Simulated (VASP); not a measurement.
# CdTe (rocksalt type) (Fm-3m) in VASP: a series of runs

The runs below take CdTe (rocksalt type) through single point, with r2SCAN.

Everything below comes from runs of VASP 6.6.1. Logs are shortened: lines on timing, memory, paths and dates and some standing lists are left out, and cuts for length are marked.

### 1 The cell of the first run

It takes space group Fm-3m (No. 225, cubic). The conventional cell has a = 5.958 Å, b = 5.958 Å, c = 5.958 Å, α = 90.00°, β = 90.00°, γ = 90.00°. Cd (site symmetry m-3m) has 6 Te at 2.98 Å within 3.9 Å. Te (site symmetry m-3m) has 6 Cd at 2.98 Å within 3.9 Å.

### 2 Single point, r2SCAN (volume scaled by 0.94)

Contents of POSCAR:

```
CdTe
1.0
    0.0000000000      2.9788242989      2.9788242989
    2.9788242989      0.0000000000      2.9788242989
    2.9788242989      2.9788242989      0.0000000000
Cd Te
1 1
Direct
    0.0000000000      0.0000000000      0.0000000000
    0.5000000000      0.5000000000      0.5000000000
```

Contents of INCAR.step1:

```
PREC = Accurate ; ENCUT = 520
ISMEAR = -1 ; SIGMA = 0.05
LREAL = False ; LASPH = True
NELM = 100 ; NBANDS = 16
GGA = PE ; ALGO = Normal
EDIFF = 1E-4 ; LWAVE = True
LCHARG = False
```

Contents of INCAR.step2:

```
PREC = Accurate ; ENCUT = 520
EDIFF = 1E-7 ; ISMEAR = -1
SIGMA = 0.05 ; LREAL = False
LASPH = True ; NELM = 100
ALGO = Normal ; ISIF = 2
LWAVE = False ; LCHARG = False
METAGGA = R2SCAN ; LMIXTAU = True
NBANDS = 16 ; ISTART = 1
```

Contents of KPOINTS:

```
regular mesh
0
Gamma
  13 13 13
```

Potentials or basis: VASP PAW PBE potentials, release 64 (Cd, Te).

Command:

```console
$ cat potpaw_PBE.64/Cd/POTCAR potpaw_PBE.64/Te/POTCAR > POTCAR
$ cp INCAR.step1 INCAR
$ mpirun -np 1 vasp_std > vasp.out
$ cp INCAR.step2 INCAR
$ mpirun -np 1 vasp_std > vasp.out
```

OUTCAR:

```text
PREC = Accurate
   ENCUT = 520
   EDIFF = 1E-7
   ISMEAR = -1
   LREAL = False
   LASPH = True
   NELM = 100
   ISIF = 2
   METAGGA = R2SCAN
   ISTART = 1

 ion  position               nearest neighbor table
   1  0.000  0.000  0.000-   2 2.98   2 2.98   2 2.98   2 2.98   2 2.98   2 2.98
   2  0.500  0.500  0.500-   1 2.98   1 2.98   1 2.98   1 2.98   1 2.98   1 2.98

  LATTYP: Found a face centered cubic cell.
 ALAT       =     5.9576485978

  Lattice vectors:

 A1 = (   0.0000000000,   2.9788242989,   2.9788242989)
 A2 = (   2.9788242989,   0.0000000000,   2.9788242989)
 A3 = (   2.9788242989,   2.9788242989,   0.0000000000)

Analysis of symmetry for initial positions (statically):
=====================================================================
 Subroutine PRICEL returns:
 Original cell was already a primitive cell.

 Routine SETGRP: Setting up the symmetry group for a
 face centered cubic supercell.

 Subroutine GETGRP returns: Found 48 space group operations
 (whereof 48 operations were pure point group operations)
 out of a pool of 48 trial point group operations.

The static configuration has the point symmetry O_h .

Analysis of symmetry for dynamics (positions and initial velocities):
=====================================================================
 Subroutine PRICEL returns:
 Original cell was already a primitive cell.

 Routine SETGRP: Setting up the symmetry group for a
 face centered cubic supercell.

 Subroutine GETGRP returns: Found 48 space group operations
 (whereof 48 operations were pure point group operations)
 out of a pool of 48 trial point group operations.

The dynamic configuration has the point symmetry O_h .

 Subroutine INISYM returns: Found 48 space group operations
 (whereof 48 operations are pure point group operations),
 and found     1 'primitive' translations

----------------------------------------------------------------------------------------

                                     Primitive cell

  volume of cell :      52.8646

  direct lattice vectors                    reciprocal lattice vectors
     0.000000000  2.978824299  2.978824299    -0.167851457  0.167851457  0.167851457
     2.978824299  0.000000000  2.978824299     0.167851457 -0.167851457  0.167851457
     2.978824299  2.978824299  0.000000000     0.167851457  0.167851457 -0.167851457

  length of vectors
     4.212693723  4.212693723  4.212693723     0.290727252  0.290727252  0.290727252

  position of ions in fractional coordinates (direct lattice)
     0.000000000  0.000000000  0.000000000
     0.500000000  0.500000000  0.500000000

  ion indices of the primitive-cell ions
   primitive index   ion index
                 1           1
                 2           2

----------------------------------------------------------------------------------------

 KPOINTS: regular mesh

Automatic generation of k-mesh.
 Grid dimensions read from file:
 generate k-points for:   13   13   13

 Generating k-lattice:

  Cartesian coordinates                     Fractional coordinates (reciprocal lattice)
    -0.012911651  0.012911651  0.012911651     0.076923077  0.000000000  0.000000000
     0.012911651 -0.012911651  0.012911651     0.000000000  0.076923077  0.000000000
     0.012911651  0.012911651 -0.012911651     0.000000000  0.000000000  0.076923077

  Length of vectors
     0.022363635  0.022363635  0.022363635

  Shift w.r.t. Gamma in fractional coordinates (k-lattice)
     0.000000000  0.000000000  0.000000000

 Subroutine IBZKPT returns following result:
 ===========================================

 Found     84 irreducible k-points:

 Following reciprocal coordinates:
            Coordinates               Weight
  0.000000  0.000000  0.000000      1.000000
  0.076923  0.000000  0.000000      8.000000
  0.153846  0.000000  0.000000      8.000000
  0.230769  0.000000  0.000000      8.000000
  0.307692  0.000000  0.000000      8.000000
  0.384615  0.000000  0.000000      8.000000
[... 16 lines left out ...]
  0.384615  0.153846  0.000000     24.000000
  0.461538  0.153846  0.000000     24.000000
 [... further k-points ...]
   k-points           NKPTS =     84   k-points in BZ     NKDIM =     84   number of bands    NBANDS=     16
   number of dos      NEDOS =    301   number of ions     NIONS =      2
   total plane-waves  NPLWV =  32768
   dimension x,y,z NGX =    32 NGY =   32 NGZ =   32
   dimension x,y,z NGXF=    64 NGYF=   64 NGZF=   64
   ions per type =               1   1
   NGX,Y,Z   is equivalent  to a cutoff of  12.63, 12.63, 12.63 a.u.
   NGXF,Y,Z  is equivalent  to a cutoff of  25.26, 25.26, 25.26 a.u.
 SYSTEM =  unknown system
   PREC   = accura    normal or accurate (medium, high low for compatibility)
   ISTART =      1    job   : 0-new  1-cont  2-samecut
   ICHARG =      0    charge: 1-file 2-atom 10-const
   ISPIN  =      1    spin polarized calculation?
   LNONCOLLINEAR =      F non collinear calculations
   LSORBIT =      F    spin-orbit coupling
   LASPH  =      T    aspherical Exc in radial PAW
   ENCUT  =  520.0 eV  38.22 Ry    6.18 a.u.   7.83  7.83  7.83*2*pi/ulx,y,z
   NELM   =    100;   NELMIN=  2; NELMDL=  0     # of ELM steps
   EDIFF  = 0.1E-06   stopping-criterion for ELM
   LREAL  =      F    real-space projection
   EDIFFG = 0.1E-05   stopping-criterion for IOM
   NSW    =      0    number of steps for IOM
   IBRION =     -1    ionic relax: 0-MD 1-quasi-New 2-CG
   NFREE  =      0    steps in history (QN), initial steepest desc. (CG)
   ISIF   =      2    stress and relaxation
   ISYM   =      2    0-nonsym 1-usesym 2-fastsym
   POTIM  = 0.5000    time-step for ionic-motion
   TEBEG  =    0.0;   TEEND  =   0.0 temperature during run
   PSTRESS=    0.0 pullay stress
   NELECT =      18.0000    total number of electrons
   NUPDOWN=      -1.0000    fix difference up-down
   EMIN   =  10.00;   EMAX   =-10.00  energy-range for DOS
   EFERMI =   0.00;   METHOD = LEGACY
   ISMEAR =    -1;   SIGMA  =   0.05  broadening in eV -4-tet -1-fermi 0-gaus
   EFERMI_NEDOS =   21; number of points for ismear=-14 and -15
   IALGO  =     38    algorithm
   IMIX   =      4    mixing-type and parameters
     AMIX     =   0.40;   BMIX     =  1.00
     AMIX_MAG =   1.60;   BMIX_MAG =  1.00
  volume/ion in A,a.u.               =      26.43       178.37
  Fermi-wavevector in a.u.,A,eV,Ry     =   1.143170  2.160278 17.780602  1.306837
  Thomas-Fermi vector in A             =   2.279866
   LORBIT       =      0    0 simple, 1 ext, 2 COOP (PROOUT), +10 PAW based schemes
   METAGGA = R2SCAN    functional components
   LHFCALC =     F    Hartree Fock is set to
   AEXX    =    0.0000 exact exchange contribution
   IVDW    =     0    specifies the selected vdW correction
   LEPSILON=     F    determine dielectric tensor
   LRPA    =     F    only Hartree local field effects (RPA)
 non-spin polarized calculation
  energy-cutoff  :      520.00
  volume of cell :       52.86
 maximum number of plane-waves:      1437
   NGX = 15   NGY = 15   NGZ = 15

 number of electron      17.9999997 magnetization

 Free energy of the ion-electron system (eV)
  ---------------------------------------------------
  ext. energy  EPLUGINS =         0.00000000
  ---------------------------------------------------
  free energy    TOTEN  =       -46.26404768 eV

  energy without entropy =      -46.25857001  energy(sigma->0) =      -46.26130884

 E-fermi :   4.5365     XC(G=0): -10.5762

 val. band max:        4.5106929512   @ k =  -0.3846   0.0769   0.0000
 cond. band min:       4.5519052087   @ k =  -0.3077   0.0769   0.0000
 fundamental gap:      0.0412122575
 Fermi energy:         4.5365298265

 k-point     1 :       0.0000    0.0000    0.0000
  band No.  band energies     occupation
      1      -7.9220      2.00000
      2      -4.2908      2.00000
      3      -4.2908      2.00000
      4      -4.2397      2.00000
      5      -4.2397      2.00000
      6      -4.2397      2.00000
[... 8 lines left out ...]
     15      13.1216      0.00000
     16      13.1216      0.00000

 k-point     2 :       0.0769    0.0000    0.0000
  band No.  band energies     occupation
      1      -7.8657      2.00000
      2      -4.3011      2.00000
      3      -4.3011      2.00000
      4      -4.2424      2.00000
      5      -4.2354      2.00000
      6      -4.2354      2.00000
[... 8 lines left out ...]
     15      12.7456      0.00000
     16      13.0189      0.00000

 k-point     3 :       0.1538    0.0000    0.0000
  band No.  band energies     occupation
      1      -7.7016      2.00000
      2      -4.3321      2.00000
      3      -4.3321      2.00000
      4      -4.2508      2.00000
      5      -4.2207      2.00000
      6      -4.2207      2.00000
[... 8 lines left out ...]
     15      12.8467      0.00000
     16      12.8467      0.00000

 k-point     4 :       0.2308    0.0000    0.0000
  band No.  band energies     occupation
      1      -7.4457      2.00000
      2      -4.3770      2.00000
      3      -4.3770      2.00000
      4      -4.2661      2.00000
      5      -4.1979      2.00000
      6      -4.1979      2.00000
[... 8 lines left out ...]
     15      13.4113      0.00000
     16      13.4113      0.00000

 k-point     5 :       0.3077    0.0000    0.0000
  band No.  band energies     occupation
      1      -7.1315      2.00000
      2      -4.4246      2.00000
      3      -4.4246      2.00000
      4      -4.2900      2.00000
      5      -4.1729      2.00000
      6      -4.1729      2.00000
[... 8 lines left out ...]
     15      14.2162      0.00000
     16      14.2162      0.00000

 k-point     6 :       0.3846    0.0000    0.0000
  band No.  band energies     occupation
      1      -6.8216      2.00000
      2      -4.4636      2.00000
      3      -4.4636      2.00000
      4      -4.3222      2.00000
      5      -4.1519      2.00000
      6      -4.1518      2.00000
[... 8 lines left out ...]
     15      15.1957      0.00000
     16      15.1958      0.00000

 k-point     7 :       0.4615    0.0000    0.0000
  band No.  band energies     occupation
      1      -6.6167      2.00000
      2      -4.4855      2.00000
      3      -4.4855      2.00000
      4      -4.3505      2.00000
      5      -4.1399      2.00000
      6      -4.1398      2.00000
[... 8 lines left out ...]
     15      16.1787      0.00000
     16      16.1787      0.00000

 k-point     8 :       0.0769    0.0769    0.0000
  band No.  band energies     occupation
      1      -7.8479      2.00000
      2      -4.3185      2.00000
      3      -4.2874      2.00000
      4      -4.2443      2.00000
      5      -4.2341      2.00000
      6      -4.2341      2.00000
[... 8 lines left out ...]
     15      13.5749      0.00000
     16      13.5749      0.00000

 k-point     9 :       0.1538    0.0769    0.0000
  band No.  band energies     occupation
      1      -7.7228      2.00000
      2      -4.3495      2.00000
      3      -4.2979      2.00000
      4      -4.2504      2.00000
      5      -4.2248      2.00000
      6      -4.2211      2.00000
[... 8 lines left out ...]
     15      13.5878      0.00000
     16      13.6329      0.00000
[... 172 lines left out ...]
 k-point    19 :      -0.0769    0.0769    0.0000
  band No.  band energies     occupation
      1      -7.7745      2.00000
      2      -4.3304      2.00000
      3      -4.3048      2.00000
      4      -4.2466      2.00000
      5      -4.2303      2.00000
      6      -4.2246      2.00000
[... 8 lines left out ...]
     15      13.2258      0.00000
     16      13.4453      0.00000

 k-point    20 :       0.1538    0.1538    0.0000
  band No.  band energies     occupation
      1      -7.6444      2.00000
      2      -4.3712      2.00000
      3      -4.2777      2.00000
      4      -4.2570      2.00000
      5      -4.2167      2.00000
      6      -4.2167      2.00000
[... 8 lines left out ...]
     15      14.5964      0.00000
     16      14.5964      0.00000

 k-point    21 :       0.2308    0.1538    0.0000
  band No.  band energies     occupation
      1      -7.4763      2.00000
      2      -4.3864      2.00000
      3      -4.2891      2.00000
      4      -4.2650      2.00000
      5      -4.2020      2.00000
      6      -4.1958      2.00000
[... 8 lines left out ...]
     15      14.7647      0.00000
     16      14.7819      0.00000

 k-point    22 :       0.3077    0.1538    0.0000
  band No.  band energies     occupation
      1      -7.2421      2.00000
      2      -4.3857      2.00000
      3      -4.3249      2.00000
      4      -4.2731      2.00000
      5      -4.1805      2.00000
      6      -4.1677      2.00000
[... 8 lines left out ...]
     15      15.0023      0.00000
     16      15.2471      0.00000

 k-point    23 :       0.3846    0.1538    0.0000
  band No.  band energies     occupation
      1      -6.9838      2.00000
      2      -4.3709      2.00000
      3      -4.3633      2.00000
      4      -4.2830      2.00000
      5      -4.1513      2.00000
      6      -4.1446      2.00000
[... 8 lines left out ...]
     15      15.7650      0.00000
     16      16.0593      0.00000

 k-point    24 :       0.4615    0.1538    0.0000
  band No.  band energies     occupation
      1      -6.7634      2.00000
      2      -4.4159      2.00000
      3      -4.3261      2.00000
      4      -4.2974      2.00000
      5      -4.1321      2.00000
      6      -4.1164      2.00000
[... 8 lines left out ...]
     15      16.7371      0.00000
     16      16.7894      0.00000

 [... further k-points ...]

------------------------ aborting loop because EDIFF is reached ----------------------------------------

  FORCE on cell =-STRESS in cart. coord.  units (eV):
  Direction    XX          YY          ZZ          XY          YZ          ZX
  --------------------------------------------------------------------------------------
  -------------------------------------------------------------------------------------
  Total        1.3587908      1.3587908      1.3587908     -0.0000000     -0.0000000      0.0000000
  in kB       41.1811539     41.1811539     41.1811539     -0.0000000     -0.0000000      0.0000000
  external PRESSURE =      41.1811539 kB  Pullay stress =       0.0000000 kB

 VOLUME and BASIS-vectors are now :
 -----------------------------------------------------------------------------
  energy-cutoff  :      520.00
  volume of cell :       52.86
      direct lattice vectors                 reciprocal lattice vectors
     0.000000000  2.978824299  2.978824299    -0.167851457  0.167851457  0.167851457
     2.978824299  0.000000000  2.978824299     0.167851457 -0.167851457  0.167851457
     2.978824299  2.978824299  0.000000000     0.167851457  0.167851457 -0.167851457

 POSITION                                       TOTAL-FORCE (eV/Angst)
 -----------------------------------------------------------------------------------
      0.00000      0.00000      0.00000        -0.000000      0.000000     -0.000000
      2.97882      2.97882      2.97882         0.000000     -0.000000      0.000000
 -----------------------------------------------------------------------------------
    total drift:                                0.000000     -0.000000     -0.000000

  FREE ENERGIE OF THE ION-ELECTRON SYSTEM (eV)
  ---------------------------------------------------
  free  energy   TOTEN  =       -46.2640476783 eV

  energy  without entropy=      -46.2585700116  energy(sigma->0) =      -46.26130884
```

Run time: 2.7 min. Hardware: 1 thread of AMD EPYC 9R45 (Zen 5), shared host; peak memory 0.21 GiB.

Results:

- Free energy: -46.2640 eV
- Pressure: 4.1 GPa
- Band gap on the k mesh: zero (band 9 reaches 4.61 eV, above the bottom of band 10 at 3.57 eV)

Caveat: the PAW data sets were made with another functional, which shifts forces and pressure a little; spin-orbit coupling is left out, which moves the levels of the heavy elements.

(Part 1 of 2 ends here.)
